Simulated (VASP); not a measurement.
# Nb (P1) in VASP: notebook

The runs below take Nb through single point, with LDA.

Everything below comes from runs of VASP 6.6.1. Logs are shortened: lines on timing, memory, paths and dates and some standing lists are left out, and cuts for length are marked.

### 1 The cell of the first run

The typed cell holds 4 atoms: a = 5.764 Å, b = 5.764 Å, c = 2.882 Å, α = 109.47°, β = 109.47°, γ = 109.47°.

### 2 Single point, LDA

The input, INCAR:

```
PREC = Accurate
ENCUT = 520
EDIFF = 1E-6
ISMEAR = -1
SIGMA = 0.08
LREAL = False
LASPH = True
NELM = 100
ALGO = Normal
ISIF = 2
LWAVE = False
LCHARG = False
GGA = CA
NBANDS = 34
```

The input, KPOINTS:

```
Automatic mesh
0
Gamma
  4 4 8
```

The input, POSCAR:

```
Nb
1.0
   -3.3279000000      3.3279000000      3.3279000000
    3.3279000000     -3.3279000000      3.3279000000
    1.6639500000      1.6639500000     -1.6639500000
Nb
4
Direct
    0.0055865561      0.0029719944      0.0149181165
   -0.0003024430      0.5017272154     -0.0059752396
    0.4969570901     -0.0032120857     -0.0065019983
    0.4977587968      0.4985128760     -0.0024408786
```

Potentials or basis: VASP PAW LDA potentials, release 64 (Nb_sv).

Run with:

```
> cat potpaw_LDA.64/Nb_sv/POTCAR > POTCAR
> mpirun -np 1 vasp_std > vasp.out
```

OUTCAR:

```text
PREC = Accurate
   ENCUT = 520
   EDIFF = 1E-6
   ISMEAR = -1
   LREAL = False
   LASPH = True
   NELM = 100
   ISIF = 2
   GGA = CA

 ion  position               nearest neighbor table
   1  0.006  0.003  0.015-   4 2.84   2 2.86   3 2.87   3 2.90   2 2.91   4 2.92
   2  1.000  0.502  0.994-   1 2.86   3 2.87   4 2.87   4 2.89   3 2.90   1 2.91
   3  0.497  0.997  0.993-   1 2.87   2 2.87   4 2.88   4 2.89   2 2.90   1 2.90
   4  0.498  0.499  0.998-   1 2.84   2 2.87   3 2.88   3 2.89   2 2.89   1 2.92

  LATTYP: Found a trigonal (rhomboedric) cell.
 ALAT       =     5.5186978199
 COS(alpha) =    -0.4545454545

  Lattice vectors:

 A1 = (  -1.6639500000,  -1.6639500000,  -4.9918500000)
 A2 = (  -1.6639500000,   4.9918500000,   1.6639500000)
 A3 = (   4.9918500000,  -1.6639500000,   1.6639500000)

Analysis of symmetry for initial positions (statically):
=====================================================================
 Subroutine PRICEL returns:
 Original cell was already a primitive cell.

 Routine SETGRP: Setting up the symmetry group for a
 trigonal (rhombohedral) supercell.

 Subroutine GETGRP returns: Found  1 space group operations
 (whereof  1 operations were pure point group operations)
 out of a pool of 12 trial point group operations.

The static configuration has the point symmetry C_1 .

Analysis of symmetry for dynamics (positions and initial velocities):
=====================================================================
 Subroutine PRICEL returns:
 Original cell was already a primitive cell.

 Routine SETGRP: Setting up the symmetry group for a
 trigonal (rhombohedral) supercell.

 Subroutine GETGRP returns: Found  1 space group operations
 (whereof  1 operations were pure point group operations)
 out of a pool of 12 trial point group operations.

The dynamic configuration has the point symmetry C_1 .

 Subroutine INISYM returns: Found  1 space group operations
 (whereof  1 operations are pure point group operations),
 and found     1 'primitive' translations

----------------------------------------------------------------------------------------

                                     Primitive cell

  volume of cell :      73.7124

  direct lattice vectors                    reciprocal lattice vectors
    -3.327900000  3.327900000  3.327900000     0.000000000  0.150244899  0.150244899
     3.327900000 -3.327900000  3.327900000     0.150244899  0.000000000  0.150244899
     1.663950000  1.663950000 -1.663950000     0.300489798  0.300489798  0.000000000

  length of vectors
     5.764091883  5.764091883  2.882045941     0.212478374  0.212478374  0.424956748

  position of ions in fractional coordinates (direct lattice)
     0.005586556  0.002971994  0.014918116
     0.999697557  0.501727215  0.994024760
     0.496957090  0.996787914  0.993498002
     0.497758797  0.498512876  0.997559121

  ion indices of the primitive-cell ions
   primitive index   ion index
                 1           1
                 2           2
                 3           3
                 4           4

----------------------------------------------------------------------------------------

 KPOINTS: Automatic mesh

Automatic generation of k-mesh.
 Grid dimensions read from file:
 generate k-points for:    4    4    8

 Generating k-lattice:

  Cartesian coordinates                     Fractional coordinates (reciprocal lattice)
     0.000000000  0.037561225  0.037561225     0.250000000  0.000000000  0.000000000
     0.037561225  0.000000000  0.037561225     0.000000000  0.250000000  0.000000000
     0.037561225  0.037561225  0.000000000     0.000000000  0.000000000  0.125000000

  Length of vectors
     0.053119594  0.053119594  0.053119594

  Shift w.r.t. Gamma in fractional coordinates (k-lattice)
     0.000000000  0.000000000  0.000000000

 -----------------------------------------------------------------------------
|                                                                             |
|           W    W    AA    RRRRR   N    N  II  N    N   GGGG   !!!           |
|           W    W   A  A   R    R  NN   N  II  NN   N  G    G  !!!           |
|           W    W  A    A  R    R  N N  N  II  N N  N  G       !!!           |
|           W WW W  AAAAAA  RRRRR   N  N N  II  N  N N  G  GGG   !            |
|           WW  WW  A    A  R   R   N   NN  II  N   NN  G    G                |
|           W    W  A    A  R    R  N    N  II  N    N   GGGG   !!!           |
|                                                                             |
|     Your reciprocal lattice and k-lattice belong to different lattice       |
|     classes:                                                                |
|                                                                             |
|        The reciprocal lattice is rhombohedral (trigonal),                   |
|        whereas your k-lattice is face-centered cubic.                       |
|                                                                             |
|     Results are often still useful ...                                      |
|                                                                             |
 -----------------------------------------------------------------------------

 Subroutine IBZKPT returns following result:
 ===========================================

 Found     68 irreducible k-points:

 Following reciprocal coordinates:
            Coordinates               Weight
  0.000000  0.000000  0.000000      1.000000
  0.250000  0.000000  0.000000      2.000000
 -0.250000  0.250000  0.000000      2.000000
  0.000000 -0.250000  0.000000      2.000000
  0.500000  0.000000  0.000000      1.000000
  0.500000  0.500000  0.000000      1.000000
[... 16 lines left out ...]
  0.250000 -0.250000  0.125000      2.000000
  0.500000  0.500000  0.125000      2.000000
 [... further k-points ...]
   k-points           NKPTS =     68   k-points in BZ     NKDIM =     68   number of bands    NBANDS=     34
   number of dos      NEDOS =    301   number of ions     NIONS =      4
   total plane-waves  NPLWV =  55296
   dimension x,y,z NGX =    48 NGY =   48 NGZ =   24
   dimension x,y,z NGXF=    96 NGYF=   96 NGZF=   48
   ions per type =               4
   NGX,Y,Z   is equivalent  to a cutoff of  13.84, 13.84, 13.84 a.u.
   NGXF,Y,Z  is equivalent  to a cutoff of  27.69, 27.69, 27.69 a.u.
 SYSTEM =  unknown system
   PREC   = accura    normal or accurate (medium, high low for compatibility)
   ISTART =      0    job   : 0-new  1-cont  2-samecut
   ICHARG =      2    charge: 1-file 2-atom 10-const
   ISPIN  =      1    spin polarized calculation?
   LNONCOLLINEAR =      F non collinear calculations
   LSORBIT =      F    spin-orbit coupling
   LASPH  =      T    aspherical Exc in radial PAW
   ENCUT  =  520.0 eV  38.22 Ry    6.18 a.u.  10.72 10.72  5.36*2*pi/ulx,y,z
   NELM   =    100;   NELMIN=  2; NELMDL= -5     # of ELM steps
   EDIFF  = 0.1E-05   stopping-criterion for ELM
   LREAL  =      F    real-space projection
[... 7 lines left out ...]
   TEBEG  =    0.0;   TEEND  =   0.0 temperature during run
   PSTRESS=    0.0 pullay stress
   NELECT =      52.0000    total number of electrons
   NUPDOWN=      -1.0000    fix difference up-down
   EMIN   =  10.00;   EMAX   =-10.00  energy-range for DOS
   EFERMI =   0.00;   METHOD = LEGACY
   ISMEAR =    -1;   SIGMA  =   0.08  broadening in eV -4-tet -1-fermi 0-gaus
   EFERMI_NEDOS =   21; number of points for ismear=-14 and -15
   IALGO  =     38    algorithm
   IMIX   =      4    mixing-type and parameters
     AMIX     =   0.40;   BMIX     =  1.00
     AMIX_MAG =   1.60;   BMIX_MAG =  1.00
  volume/ion in A,a.u.               =      18.43       124.36
  Fermi-wavevector in a.u.,A,eV,Ry     =   1.457345  2.753983 28.896790  2.123854
  Thomas-Fermi vector in A             =   2.574157
   LORBIT       =      0    0 simple, 1 ext, 2 COOP (PROOUT), +10 PAW based schemes
   GGA     = CA    functional components
   LHFCALC =     F    Hartree Fock is set to
   AEXX    =    0.0000 exact exchange contribution
   IVDW    =     0    specifies the selected vdW correction
   LEPSILON=     F    determine dielectric tensor
   LRPA    =     F    only Hartree local field effects (RPA)
 non-spin polarized calculation
  energy-cutoff  :      520.00
  volume of cell :       73.71
 maximum number of plane-waves:      2029
 NGX is ok and might be reduce to    48
   NGX = 21   NGY = 21   NGZ = 11

 number of electron      51.9999999 magnetization

 Free energy of the ion-electron system (eV)
  ---------------------------------------------------
  ext. energy  EPLUGINS =         0.00000000
  ---------------------------------------------------
  free energy    TOTEN  =       -44.96507782 eV

  energy without entropy =      -44.84793008  energy(sigma->0) =      -44.90650395

 E-fermi :  10.5855     XC(G=0): -12.6001

 val. band max:       10.5818052698   @ k =   0.0000   0.5000  -0.2500
 cond. band min:      10.6027116114   @ k =   0.5000   0.5000   0.0000
 fundamental gap:      0.0209063416
 Fermi energy:        10.5854823963

 k-point     1 :       0.0000    0.0000    0.0000
  band No.  band energies     occupation
      1     -43.4427      2.00000
      2     -43.2135      2.00000
      3     -43.2127      2.00000
      4     -43.2114      2.00000
      5     -20.2233      2.00000
      6     -20.2221      2.00000
[... 26 lines left out ...]
     33      13.8544      0.00000
     34      13.8815      0.00000

 k-point     2 :       0.2500    0.0000    0.0000
  band No.  band energies     occupation
      1     -43.4099      2.00000
      2     -43.2466      2.00000
      3     -43.2149      2.00000
      4     -43.2106      2.00000
      5     -20.1260      2.00000
      6     -20.1208      2.00000
[... 26 lines left out ...]
     33      13.8145      0.00000
     34      13.8517      0.00000
[... 775 lines left out ...]
     33      14.2166      0.00000
     34      14.4894      0.00000

 k-point    24 :       0.5000    0.5000    0.1250
  band No.  band energies     occupation
      1     -43.3044      2.00000
      2     -43.2980      2.00000
      3     -43.2254      2.00000
      4     -43.1996      2.00000
      5     -19.8926      2.00000
      6     -19.8480      2.00000
[... 26 lines left out ...]
     33      13.1084      0.00000
     34      14.4039      0.00000

 [... further k-points ...]

------------------------ aborting loop because EDIFF is reached ----------------------------------------

  FORCE on cell =-STRESS in cart. coord.  units (eV):
  Direction    XX          YY          ZZ          XY          YZ          ZX
  --------------------------------------------------------------------------------------
  -------------------------------------------------------------------------------------
  Total       -5.4826513     -5.4870171     -5.4842128      0.0029518     -0.0267439      0.0084891
  in kB     -119.1682088   -119.2631007   -119.2021484      0.0641586     -0.5812930      0.1845149
  external PRESSURE =    -119.2111526 kB  Pullay stress =       0.0000000 kB

 VOLUME and BASIS-vectors are now :
 -----------------------------------------------------------------------------
  energy-cutoff  :      520.00
  volume of cell :       73.71
      direct lattice vectors                 reciprocal lattice vectors
    -3.327900000  3.327900000  3.327900000     0.000000000  0.150244899  0.150244899
     3.327900000 -3.327900000  3.327900000     0.150244899  0.000000000  0.150244899
     1.663950000  1.663950000 -1.663950000     0.300489798  0.300489798  0.000000000

 POSITION                                       TOTAL-FORCE (eV/Angst)
 -----------------------------------------------------------------------------------
      0.01612      0.03352      0.00366        -0.104856     -0.285434     -0.045009
     -0.00319      3.31120      3.34258        -0.021870      0.119254     -0.130005
      3.31652     -0.01026      3.31790         0.080645      0.059785      0.084253
      1.66240      1.65738      1.65560         0.046081      0.106395      0.090762
 -----------------------------------------------------------------------------------
    total drift:                               -0.000070     -0.000114     -0.000078

  FREE ENERGIE OF THE ION-ELECTRON SYSTEM (eV)
  ---------------------------------------------------
  free  energy   TOTEN  =       -44.9650778207 eV

  energy  without entropy=      -44.8479300836  energy(sigma->0) =      -44.90650395
```

It took 3.6 min on 1 thread of Intel Xeon Platinum 8259CL at 2.50GHz (Skylake/Cascade Lake), shared host; peak memory 0.26 GiB.

Results:

| Item | Value |
| --- | --- |
| Free energy | -44.9651 eV |
| Pressure | -11.9 GPa |
| Largest force | 0.307 eV/Å |
| Band gap on the k mesh | zero (bands 26 and 27 overlap by 3.31 eV) |

Forces on the atoms (eV/Å):
```
Nb  -0.105 -0.285 -0.045
Nb  -0.022  0.119 -0.130
Nb   0.081  0.060  0.084
Nb   0.046  0.106  0.091
```

Stress tensor (GPa, compression positive):
```
-11.92   0.01   0.02
  0.01 -11.93  -0.06
  0.02  -0.06 -11.92
```

Levels at points of the mesh, in eV from the Fermi level:
```
           k point  band 25  band 26  band 27  band 28  band 29  band 30
(0.00, 0.00, 0.00)     0.42     0.42     2.32     2.32     2.32     3.24
(0.50, 0.00, 0.00)    -0.29    -0.26    -0.12     0.10     2.56     2.71
(0.50, 0.50, 0.00)    -0.29    -0.23    -0.06     0.02     2.64     2.72
(0.00, 0.50, 0.00)    -0.30    -0.25    -0.03    -0.01     2.66     2.68
(0.00, 0.00, 0.50)     2.32     2.32     2.32     3.26     3.26     3.26
(0.50, 0.00, 0.50)    -0.28    -0.26     0.78     0.98     1.72     1.81
(0.50, 0.50, 0.50)    -0.30    -0.24     0.84     0.91     1.75     1.79
(0.00, 0.50, 0.50)    -0.27    -0.26     0.87     0.88     1.77     1.77
```

Caveat: the cell stands under tension.

### 3 Single point, LDA

The input, INCAR:

```
SYSTEM = Nb
PREC     = Accurate       ! precision mode
ENCUT    = 520            ! plane-wave cutoff, eV
EDIFF    = 1E-6           ! SCF threshold, eV
ISMEAR   = -1             ! smearing method
SIGMA    = 0.08           ! smearing width, eV
LREAL    = .False.        ! projectors in reciprocal space
LASPH    = .True.         ! aspherical terms in the spheres
NELM     = 100            ! most SCF steps
ALGO     = Normal         ! electronic algorithm
ISIF     = 2              ! what is computed and relaxed
LWAVE    = .False.        ! write WAVECAR
LCHARG   = .False.        ! write CHGCAR
GGA      = CA             ! functional
NBANDS   = 34             ! bands
```

The input, KPOINTS:

```
regular mesh
0
Gamma
  4 4 8
  0 0 0
```

The input, POSCAR:

```
Nb
1.0
   -3.3279000000      3.3279000000      3.3279000000
    3.3279000000     -3.3279000000      3.3279000000
    1.6639500000      1.6639500000     -1.6639500000
Nb
4
Direct
    0.0106615283      0.0057114096      0.0286255597
   -0.0006211124      0.5032194477     -0.0116469846
    0.4941375943     -0.0061684546     -0.0125667839
    0.4958218396      0.4972374470     -0.0044117912
```

Potentials or basis: VASP PAW LDA potentials, release 64 (Nb_sv).

Run with:

```
> cat potpaw_LDA.64/Nb_sv/POTCAR > POTCAR
> mpirun -np 1 vasp_std > vasp.out
```

Wall time 3.5 min (1 thread of Intel Xeon Platinum 8259CL at 2.50GHz (Skylake/Cascade Lake), shared host); peak memory 0.26 GiB.

The run converged. Its results:

| Quantity | Value |
| --- | --- |
| Free energy | -44.9396 eV |
| Pressure | -11.8 GPa |
| Largest force | 0.587 eV/Å |
| Band gap on the k mesh | zero (bands 26 and 27 overlap by 3.29 eV) |

Forces in eV/Å, atoms in the order of the input:
```
Nb  -0.204 -0.544 -0.085
Nb  -0.041  0.229 -0.249
Nb   0.155  0.119  0.161
Nb   0.089  0.197  0.173
```

Stress tensor (GPa, compression positive):
```
-11.75   0.01   0.07
  0.01 -11.77  -0.18
  0.07  -0.18 -11.75
```

Levels at points of the mesh, in eV from the Fermi level:
| k point | band 23 | band 24 | band 25 | band 26 | band 27 | band 28 | band 29 | band 30 |
| --- | --- | --- | --- | --- | --- | --- | --- | --- |
| (0.00, 0.00, 0.00) | -1.54 | 0.39 | 0.41 | 0.41 | 2.30 | 2.31 | 2.32 | 3.20 |
| (0.50, 0.00, 0.00) | -0.80 | -0.61 | -0.37 | -0.27 | -0.18 | 0.20 | 2.44 | 2.66 |
| (0.50, 0.50, 0.00) | -0.76 | -0.68 | -0.32 | -0.20 | -0.10 | 0.04 | 2.55 | 2.65 |
| (0.00, 0.50, 0.00) | -0.69 | -0.68 | -0.36 | -0.26 | -0.05 | 0.02 | 2.58 | 2.65 |
| (0.00, 0.00, 0.50) | -1.55 | -1.54 | 2.29 | 2.30 | 2.30 | 3.22 | 3.24 | 3.25 |
| (0.50, 0.00, 0.50) | -1.33 | -1.22 | -0.30 | -0.26 | 0.67 | 1.04 | 1.67 | 1.84 |
| (0.50, 0.50, 0.50) | -1.42 | -1.14 | -0.33 | -0.22 | 0.79 | 0.93 | 1.73 | 1.79 |
| (0.00, 0.50, 0.50) | -1.39 | -1.14 | -0.29 | -0.28 | 0.83 | 0.85 | 1.75 | 1.77 |

Caveat: the cell stands under tension.

The gap in the log of VASP goes by the Fermi energy; the results here count the filled bands.